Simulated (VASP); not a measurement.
A run of VASP 6.6.1:

File INCAR:

```
SYSTEM = Tl
ALGO = Fast
EDIFF = 1E-7
ENCUT = 520
GGA = PE
ISIF = 2
ISMEAR = 0
IVDW = 12
LASPH = .True.
LCHARG = .False.
LREAL = .False.
LWAVE = .False.
NBANDS = 12
NELM = 100
PREC = Accurate
SIGMA = 0.15
```

File KPOINTS:

```
k-points
0
Gamma
  18 18 18
  0 0 0
```

Contents of POSCAR:

```
Tl
1.0
    0.0000000000      2.1545475205      3.2318212808
    2.1545475205      0.0000000000      3.2318212808
    2.1545475205      2.1545475205      0.0000000000
Tl
1
Direct
    0.0000000000      0.0000000000      0.0000000000
```

Potentials or basis: VASP PAW PBE potentials, release 64 (Tl_d).

Launch:

```console
$ cat potpaw_PBE.64/Tl_d/POTCAR > POTCAR
$ mpirun -np 1 vasp_std > vasp.out
```

Hardware: 1 thread of Intel Xeon 8259CL, with other jobs on the host.

Question: How long does it take, and how much memory?

Answer: It took 3.7 min on 1 thread of Intel Xeon 8259CL, on a shared host, peak memory 0.3 GiB. Counts: scf iterations 13, k points 480.
